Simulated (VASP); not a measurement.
# Si (Fd-3m) in VASP: further runs

Si is run at these levels: LDA, PBE, revPBE, r2SCAN; tasks: single point.

Program: VASP 6.6.1. These are calculated values, not measurements. Logs are shortened: lines on timing, memory, paths and dates and some standing lists are left out, and cuts for length are marked.

## (1) The cell of the first run

Symmetry: Fd-3m, No. 227, cubic system. Conventional cell: a = 5.427 Å, b = 5.427 Å, c = 5.427 Å, α = 90.00°, β = 90.00°, γ = 90.00°. Within 3.1 Å of Si (site symmetry -43m) lie 4 Si at 2.35 Å.

## (2) Single point, LDA

INCAR

```
ALGO = Normal
EDIFF = 1E-6
ENCUT = 500
GGA_COMPAT = False
ISIF = 2
ISMEAR = -1
LASPH = True
LCHARG = False
LREAL = False
LWAVE = False
NBANDS = 11
NELM = 120
PREC = Accurate
SIGMA = 0.1
```

KPOINTS

```
k-points
0
Gamma
  5 5 5
```

POSCAR

```
Si
1.0
    0.0000000000      2.7135600000      2.7135600000
    2.7135600000      0.0000000000      2.7135600000
    2.7135600000      2.7135600000      0.0000000000
Si
2
Direct
    0.7500000000      0.7500000000      0.7500000000
    0.5000000000      0.5000000000      0.5000000000
```

Potentials or basis: VASP PAW LDA potentials, release 64 (Si).

Run with:

```sh
$ cat potpaw_LDA.64/Si/POTCAR > POTCAR
$ mpirun -np 1 vasp_std > vasp.out
```

OUTCAR:

```text
EDIFF = 1E-6
   ENCUT = 500
   ISIF = 2
   ISMEAR = -1
   LASPH = True
   LREAL = False
   NELM = 120
   PREC = Accurate

 ion  position               nearest neighbor table
   1  0.750  0.750  0.750-   2 2.35   2 2.35   2 2.35   2 2.35
   2  0.500  0.500  0.500-   1 2.35   1 2.35   1 2.35   1 2.35

  LATTYP: Found a face centered cubic cell.
 ALAT       =     5.4271200000

  Lattice vectors:

 A1 = (   0.0000000000,   2.7135600000,   2.7135600000)
 A2 = (   2.7135600000,   0.0000000000,   2.7135600000)
 A3 = (   2.7135600000,   2.7135600000,   0.0000000000)

Analysis of symmetry for initial positions (statically):
=====================================================================
 Subroutine PRICEL returns:
 Original cell was already a primitive cell.

 Routine SETGRP: Setting up the symmetry group for a
 face centered cubic supercell.

 Subroutine GETGRP returns: Found 48 space group operations
 (whereof 24 operations were pure point group operations)
 out of a pool of 48 trial point group operations.

The static configuration has the point symmetry T_d .
 The point group associated with its full space group is O_h .

Analysis of symmetry for dynamics (positions and initial velocities):
=====================================================================
 Subroutine PRICEL returns:
 Original cell was already a primitive cell.

 Routine SETGRP: Setting up the symmetry group for a
 face centered cubic supercell.

 Subroutine GETGRP returns: Found 48 space group operations
 (whereof 24 operations were pure point group operations)
 out of a pool of 48 trial point group operations.

The dynamic configuration has the point symmetry T_d .
 The point group associated with its full space group is O_h .

 Subroutine INISYM returns: Found 48 space group operations
 (whereof 24 operations are pure point group operations),
 and found     1 'primitive' translations

----------------------------------------------------------------------------------------

                                     Primitive cell

  volume of cell :      39.9621

  direct lattice vectors                    reciprocal lattice vectors
     0.000000000  2.713560000  2.713560000    -0.184259792  0.184259792  0.184259792
     2.713560000  0.000000000  2.713560000     0.184259792 -0.184259792  0.184259792
     2.713560000  2.713560000  0.000000000     0.184259792  0.184259792 -0.184259792

  length of vectors
     3.837553354  3.837553354  3.837553354     0.319147321  0.319147321  0.319147321

  position of ions in fractional coordinates (direct lattice)
     0.750000000  0.750000000  0.750000000
     0.500000000  0.500000000  0.500000000

  ion indices of the primitive-cell ions
   primitive index   ion index
                 1           1
                 2           2

----------------------------------------------------------------------------------------

 KPOINTS: k-points

Automatic generation of k-mesh.
 Grid dimensions read from file:
 generate k-points for:    5    5    5

 Generating k-lattice:

  Cartesian coordinates                     Fractional coordinates (reciprocal lattice)
    -0.036851958  0.036851958  0.036851958     0.200000000  0.000000000  0.000000000
     0.036851958 -0.036851958  0.036851958     0.000000000  0.200000000  0.000000000
     0.036851958  0.036851958 -0.036851958     0.000000000  0.000000000  0.200000000

  Length of vectors
     0.063829464  0.063829464  0.063829464

  Shift w.r.t. Gamma in fractional coordinates (k-lattice)
     0.000000000  0.000000000  0.000000000

 Subroutine IBZKPT returns following result:
 ===========================================

 Found     10 irreducible k-points:

 Following reciprocal coordinates:
            Coordinates               Weight
  0.000000  0.000000  0.000000      1.000000
  0.200000  0.000000  0.000000      8.000000
  0.400000  0.000000  0.000000      8.000000
  0.200000  0.200000  0.000000      6.000000
  0.400000  0.200000  0.000000     24.000000
 -0.400000  0.200000  0.000000     24.000000
 -0.200000  0.200000  0.000000     12.000000
  0.400000  0.400000  0.000000      6.000000
 -0.400000  0.400000  0.000000     12.000000
 -0.400000  0.400000  0.200000     24.000000
   k-points           NKPTS =     10   k-points in BZ     NKDIM =     10   number of bands    NBANDS=     11
   number of dos      NEDOS =    301   number of ions     NIONS =      2
   total plane-waves  NPLWV =  21952
   dimension x,y,z NGX =    28 NGY =   28 NGZ =   28
   dimension x,y,z NGXF=    56 NGYF=   56 NGZF=   56
   ions per type =               2
   NGX,Y,Z   is equivalent  to a cutoff of  12.13, 12.13, 12.13 a.u.
   NGXF,Y,Z  is equivalent  to a cutoff of  24.26, 24.26, 24.26 a.u.
 SYSTEM =  unknown system
   PREC   = accura    normal or accurate (medium, high low for compatibility)
   ISTART =      0    job   : 0-new  1-cont  2-samecut
   ICHARG =      2    charge: 1-file 2-atom 10-const
   ISPIN  =      1    spin polarized calculation?
   LNONCOLLINEAR =      F non collinear calculations
   LSORBIT =      F    spin-orbit coupling
   LASPH  =      T    aspherical Exc in radial PAW
   ENCUT  =  500.0 eV  36.75 Ry    6.06 a.u.   7.00  7.00  7.00*2*pi/ulx,y,z
   NELM   =    120;   NELMIN=  2; NELMDL= -5     # of ELM steps
   EDIFF  = 0.1E-05   stopping-criterion for ELM
   LREAL  =      F    real-space projection
   EDIFFG = 0.1E-04   stopping-criterion for IOM
   NSW    =      0    number of steps for IOM
   IBRION =     -1    ionic relax: 0-MD 1-quasi-New 2-CG
   NFREE  =      0    steps in history (QN), initial steepest desc. (CG)
   ISIF   =      2    stress and relaxation
   ISYM   =      2    0-nonsym 1-usesym 2-fastsym
   POTIM  = 0.5000    time-step for ionic-motion
   TEBEG  =    0.0;   TEEND  =   0.0 temperature during run
   PSTRESS=    0.0 pullay stress
   NELECT =       8.0000    total number of electrons
   NUPDOWN=      -1.0000    fix difference up-down
   EMIN   =  10.00;   EMAX   =-10.00  energy-range for DOS
   EFERMI =   0.00;   METHOD = LEGACY
   ISMEAR =    -1;   SIGMA  =   0.10  broadening in eV -4-tet -1-fermi 0-gaus
   EFERMI_NEDOS =   21; number of points for ismear=-14 and -15
   IALGO  =     38    algorithm
   IMIX   =      4    mixing-type and parameters
     AMIX     =   0.40;   BMIX     =  1.00
     AMIX_MAG =   1.60;   BMIX_MAG =  1.00
  volume/ion in A,a.u.               =      19.98       134.84
  Fermi-wavevector in a.u.,A,eV,Ry     =   0.957684  1.809760 12.478691  0.917158
  Thomas-Fermi vector in A             =   2.086724
   LORBIT       =      0    0 simple, 1 ext, 2 COOP (PROOUT), +10 PAW based schemes
   GGA     = CA    functional components
   LHFCALC =     F    Hartree Fock is set to
   AEXX    =    0.0000 exact exchange contribution
   IVDW    =     0    specifies the selected vdW correction
   LEPSILON=     F    determine dielectric tensor
   LRPA    =     F    only Hartree local field effects (RPA)
 non-spin polarized calculation
  energy-cutoff  :      500.00
  volume of cell :       39.96
 maximum number of plane-waves:      1031
   NGX = 13   NGY = 13   NGZ = 13

 number of electron       8.0000001 magnetization

 Free energy of the ion-electron system (eV)
  ---------------------------------------------------
  ext. energy  EPLUGINS =         0.00000000
  ---------------------------------------------------
  free energy    TOTEN  =       -11.85021269 eV

  energy without entropy =      -11.84592980  energy(sigma->0) =      -11.84807124

 E-fermi :   6.0004     XC(G=0):  -9.6077

 val. band max:        5.8062498397   @ k =   0.0000   0.0000   0.0000
 cond. band min:       6.2714265280   @ k =   0.4000   0.4000   0.0000
 fundamental gap:      0.4651766883
 Fermi energy:         6.0003986611

 k-point     1 :       0.0000    0.0000    0.0000
  band No.  band energies     occupation
      1      -6.1690      2.00000
      2       5.8062      1.74903
      3       5.8062      1.74903
      4       5.8062      1.74903
      5       8.3236      0.00000
      6       8.3236      0.00000
      7       8.3236      0.00000
      8       9.0373      0.00000
      9      13.4798      0.00000
     10      13.5266      0.00000
     11      13.5266      0.00000

 k-point     2 :       0.2000    0.0000    0.0000
  band No.  band energies     occupation
      1      -5.6502      2.00000
      2       2.7772      2.00000
      3       5.2246      1.99915
      4       5.2246      1.99915
      5       7.9325      0.00000
      6       9.1235      0.00000
      7       9.1235      0.00000
      8      11.7314      0.00000
      9      12.8188      0.00000
     10      12.8188      0.00000
     11      14.7193      0.00000

 k-point     3 :       0.4000    0.0000    0.0000
  band No.  band energies     occupation
      1      -4.2808      2.00000
      2      -0.4952      2.00000
      3       4.6790      2.00000
      4       4.6790      2.00000
      5       7.3200      0.00000
      6       9.1656      0.00000
      7       9.1656      0.00000
      8      13.4285      0.00000
      9      14.7455      0.00000
     10      14.7455      0.00000
     11      15.7138      0.00000
[... 71 lines left out ...]
 k-point     9 :      -0.4000    0.4000    0.0000
  band No.  band energies     occupation
      1      -2.2382      2.00000
      2      -1.6393      2.00000
      3       1.6988      2.00000
      4       3.2214      2.00000
      5       6.7187      0.00152
      6       8.8634      0.00000
      7      13.8309      0.00000
      8      14.3814      0.00000
      9      14.4166      0.00000
     10      14.8266      0.00000
     11      19.9441      0.00000

 k-point    10 :      -0.4000    0.4000    0.2000
  band No.  band energies     occupation
      1      -3.0070      2.00000
      2      -0.7588      2.00000
      3       1.7845      2.00000
      4       2.7840      2.00000
      5       9.1151      0.00000
      6       9.4756      0.00000
      7      10.1635      0.00000
      8      13.5034      0.00000
      9      14.1855      0.00000
     10      15.9305      0.00000
     11      19.0020      0.00000

------------------------ aborting loop because EDIFF is reached ----------------------------------------

  FORCE on cell =-STRESS in cart. coord.  units (eV):
  Direction    XX          YY          ZZ          XY          YZ          ZX
  --------------------------------------------------------------------------------------
  -------------------------------------------------------------------------------------
  Total       -0.2750847     -0.2750847     -0.2750847      0.0000000      0.0000000      0.0000000
  in kB      -11.0288105    -11.0288105    -11.0288105      0.0000000      0.0000000      0.0000000
  external PRESSURE =     -11.0288105 kB  Pullay stress =       0.0000000 kB

 VOLUME and BASIS-vectors are now :
 -----------------------------------------------------------------------------
  energy-cutoff  :      500.00
  volume of cell :       39.96
      direct lattice vectors                 reciprocal lattice vectors
     0.000000000  2.713560000  2.713560000    -0.184259792  0.184259792  0.184259792
     2.713560000  0.000000000  2.713560000     0.184259792 -0.184259792  0.184259792
     2.713560000  2.713560000  0.000000000     0.184259792  0.184259792 -0.184259792

 POSITION                                       TOTAL-FORCE (eV/Angst)
 -----------------------------------------------------------------------------------
      4.07034      4.07034      4.07034        -0.000000     -0.000000      0.000000
      2.71356      2.71356      2.71356         0.000000      0.000000     -0.000000
 -----------------------------------------------------------------------------------
    total drift:                                0.000000      0.000000     -0.000000

  FREE ENERGIE OF THE ION-ELECTRON SYSTEM (eV)
  ---------------------------------------------------
  free  energy   TOTEN  =       -11.8502126900 eV

  energy  without entropy=      -11.8459297969  energy(sigma->0) =      -11.84807124
```

Wall time 8.6 s (1 thread of AMD EPYC 7R13, shared host); peak memory 0.1 GiB.

What came out:

```yaml
Free_energy: -11.8502 eV
Pressure: -1.1 GPa
Band_gap_on_the_k_mesh: 0.47 eV, indirect (least direct gap 2.52 eV)
```

A k mesh can miss the band edges. A hybrid or GW would open this gap; LDA tends to underestimate it.

## (3) Single point, PBE

INCAR

```
PREC = Accurate ; ENCUT = 500
EDIFF = 1E-6 ; ISMEAR = -1
SIGMA = 0.1 ; LREAL = False
LASPH = True ; NELM = 120
ALGO = Normal ; ISIF = 2
LWAVE = False ; LCHARG = False
GGA = PE ; NBANDS = 11
GGA_COMPAT = False
```

KPOINTS

```
regular mesh
0
Gamma
  5 5 5
```

POSCAR is that of step 2.

Potentials or basis: VASP PAW PBE potentials, release 64 (Si).

Run with:

```sh
$ cat potpaw_PBE.64/Si/POTCAR > POTCAR
$ mpirun -np 1 vasp_std > vasp.out
```

Run time: 8.9 s. Hardware: 1 thread of AMD EPYC 7R13, shared host; peak memory 0.11 GiB.

It converged, with:

* Free energy: -10.7800 eV
* Pressure: 2.3 GPa
* Band gap on the k mesh: 0.57 eV, indirect (least direct gap 2.56 eV)

Levels at points of the mesh, in eV from the valence-band top:
| k point | band 2 | band 3 | band 4 | band 5 | band 6 | band 7 |
| --- | --- | --- | --- | --- | --- | --- |
| (0.00, 0.00, 0.00) | 0.00 | 0.00 | 0.00 | 2.56 | 2.56 | 2.56 |

A k mesh can miss the band edges.

## (4) Single point, revPBE

INCAR

```
SYSTEM = Si
PREC = Accurate
ENCUT = 500
EDIFF = 1E-6
ISMEAR = -1
SIGMA = 0.1
LREAL = .False.
LASPH = .True.
NELM = 120
ALGO = Normal
ISIF = 2
LWAVE = .False.
LCHARG = .False.
GGA = RE
NBANDS = 11
GGA_COMPAT = .False.
```

KPOINTS

```
regular mesh
0
Gamma
  5 5 5
  0 0 0
```

POSCAR is that of step 3.

Run with:

```sh
$ cat potpaw_PBE.64/Si/POTCAR > POTCAR
$ mpirun -np 1 vasp_std > vasp.out
```

It took 9 s on 1 thread of AMD EPYC 7R13, shared host; peak memory 0.11 GiB.

The run converged. Its results:

```
Free energy            : -10.3560 eV
Pressure               : 3.4 GPa
Band gap on the k mesh : 0.61 eV, indirect (least direct gap 2.56 eV)
```

Levels at points of the mesh, in eV from the valence-band top:
```csv
k point,band 1,band 2,band 3,band 4,band 5,band 6,band 7,band 8,band 9
"(0.00, 0.00, 0.00)",-11.96,0.00,0.00,0.00,2.56,2.56,2.56,3.49,7.67
```

Caveat: the PAW data sets were made with another functional, which shifts forces and pressure a little. A k mesh can miss the band edges.

## (5) Single point, r2SCAN

POSCAR is that of step 4.

INCAR.step1

```
SYSTEM = Si
  PREC = Accurate
  ENCUT = 550
  ISMEAR = -1
  SIGMA = 0.1
  LREAL = .False.
  LASPH = .True.
  NELM = 120
  NBANDS = 11
  GGA = PE
  ALGO = Normal
  EDIFF = 1E-5
  LWAVE = .True.
  LCHARG = .False.
  GGA_COMPAT = .False.
```

INCAR.step2

```
SYSTEM = Si
  PREC = Accurate
  ENCUT = 550
  EDIFF = 1E-6
  ISMEAR = -1
  SIGMA = 0.1
  LREAL = .False.
  LASPH = .True.
  NELM = 120
  ALGO = Normal
  ISIF = 2
  LWAVE = .False.
  LCHARG = .False.
  METAGGA = R2SCAN
  LMIXTAU = .True.
  NBANDS = 11
  ISTART = 1
  GGA_COMPAT = .False.
```

KPOINTS is that of step 4.

Potentials or basis: VASP PAW PBE potentials, release 64 (Si).

Run with:

```sh
$ cat potpaw_PBE.64/Si/POTCAR > POTCAR
$ cp INCAR.step1 INCAR
$ mpirun -np 1 vasp_std > vasp.out
$ cp INCAR.step2 INCAR
$ mpirun -np 1 vasp_std > vasp.out
```

OUTCAR:

```text
SYSTEM = Si
   PREC = Accurate
   ENCUT = 550
   EDIFF = 1E-6
   ISMEAR = -1
   LREAL = .False.
   LASPH = .True.
   NELM = 120
   ISIF = 2
   METAGGA = R2SCAN
   ISTART = 1

 ion  position               nearest neighbor table
   1  0.750  0.750  0.750-   2 2.35   2 2.35   2 2.35   2 2.35
   2  0.500  0.500  0.500-   1 2.35   1 2.35   1 2.35   1 2.35

  LATTYP: Found a face centered cubic cell.
 ALAT       =     5.4271200000

  Lattice vectors:

[... 311 lines left out ...]

------------------------ aborting loop because EDIFF is reached ----------------------------------------

  FORCE on cell =-STRESS in cart. coord.  units (eV):
  Direction    XX          YY          ZZ          XY          YZ          ZX
  --------------------------------------------------------------------------------------
  -------------------------------------------------------------------------------------
  Total        0.2223572      0.2223572      0.2223572      0.0000000      0.0000000     -0.0000000
  in kB        8.9148370      8.9148370      8.9148370      0.0000000      0.0000000     -0.0000000
  external PRESSURE =       8.9148370 kB  Pullay stress =       0.0000000 kB

 VOLUME and BASIS-vectors are now :
 -----------------------------------------------------------------------------
  energy-cutoff  :      550.00
  volume of cell :       39.96
      direct lattice vectors                 reciprocal lattice vectors
     0.000000000  2.713560000  2.713560000    -0.184259792  0.184259792  0.184259792
     2.713560000  0.000000000  2.713560000     0.184259792 -0.184259792  0.184259792
     2.713560000  2.713560000  0.000000000     0.184259792  0.184259792 -0.184259792

 POSITION                                       TOTAL-FORCE (eV/Angst)
 -----------------------------------------------------------------------------------
      4.07034      4.07034      4.07034        -0.000000     -0.000000     -0.000000
      2.71356      2.71356      2.71356         0.000000      0.000000      0.000000
 -----------------------------------------------------------------------------------
    total drift:                                0.000000     -0.000000     -0.000000

  FREE ENERGIE OF THE ION-ELECTRON SYSTEM (eV)
  ---------------------------------------------------
  free  energy   TOTEN  =       -17.4901101122 eV

  energy  without entropy=      -17.4886968707  energy(sigma->0) =      -17.48940349
```

OUTCAR.step1:

```text
SYSTEM = Si
   PREC = Accurate
   ENCUT = 550
   ISMEAR = -1
   LREAL = .False.
   LASPH = .True.
[... 346 lines left out ...]
      4.07034      4.07034      4.07034        -0.000000     -0.000000     -0.000000
      2.71356      2.71356      2.71356         0.000000      0.000000      0.000000
 -----------------------------------------------------------------------------------
    total drift:                                0.000000     -0.000000     -0.000000

  FREE ENERGIE OF THE ION-ELECTRON SYSTEM (eV)
  ---------------------------------------------------
  free  energy   TOTEN  =       -10.7800959310 eV

  energy  without entropy=      -10.7771019723  energy(sigma->0) =      -10.77859895
```

OSZICAR.step1:

```text
N       E                     dE             d eps       ncg     rms          rms(c)
DAV:   1     0.103073066711E+02    0.10307E+02   -0.34277E+03   220   0.625E+02
DAV:   2    -0.104210482952E+02   -0.20728E+02   -0.19844E+02   317   0.846E+01
DAV:   3    -0.109660200691E+02   -0.54497E+00   -0.54348E+00   271   0.128E+01
DAV:   4    -0.109702178270E+02   -0.41978E-02   -0.41974E-02   277   0.147E+00
DAV:   5    -0.109702487041E+02   -0.30877E-04   -0.30877E-04   267   0.108E-01    0.493E+00
DAV:   6    -0.108382591546E+02    0.13199E+00   -0.74972E-02   247   0.113E+00    0.301E+00
DAV:   7    -0.107784500613E+02    0.59809E-01   -0.14421E-01   238   0.168E+00    0.193E-01
DAV:   8    -0.107798509664E+02   -0.14009E-02   -0.63428E-03   241   0.433E-01    0.802E-02
DAV:   9    -0.107800672103E+02   -0.21624E-03   -0.20786E-04   255   0.895E-02    0.625E-02
DAV:  10    -0.107800958636E+02   -0.28653E-04   -0.28694E-05   263   0.300E-02    0.817E-03
DAV:  11    -0.107800959310E+02   -0.67345E-07   -0.17720E-06   139   0.697E-03
   1 F= -.10780096E+02 E0= -.10778599E+02  d E =-.299396E-02
```

Wall time 43 s (1 thread of AMD EPYC 7R13, shared host); peak memory 0.13 GiB.

Results:

| Property | Result |
| --- | --- |
| Free energy | -17.4901 eV |
| Pressure | 0.9 GPa |
| Band gap on the k mesh | 0.77 eV, indirect (least direct gap 2.76 eV) |

Caveat: the PAW data sets were made with another functional, which shifts forces and pressure a little. r2SCAN opens gaps a little over a GGA but as a rule still falls short of measured ones.

## (6) Summary

```csv
level,potentials or basis,cutoff (eV),gap on the mesh (eV),pressure (GPa)
LDA,"VASP PAW LDA potentials, release 64 (Si)",500,0.47,-1.1
PBE,"VASP PAW PBE potentials, release 64 (Si)",500,0.57,2.3
revPBE,"VASP PAW PBE potentials, release 64 (Si)",500,0.61,3.4
r2SCAN,"VASP PAW PBE potentials, release 64 (Si)",550,0.77,0.9
```

Alike in all rows: task single point; no spin polarisation; cell as given; k mesh 5 × 5 × 5; smearing fermi-dirac 0.1 eV.

Caveats: the PAW data sets were made with another functional, which shifts forces and pressure a little (some runs).

Total energies depend on the potentials used, so only differences within one code and one set of settings carry meaning.
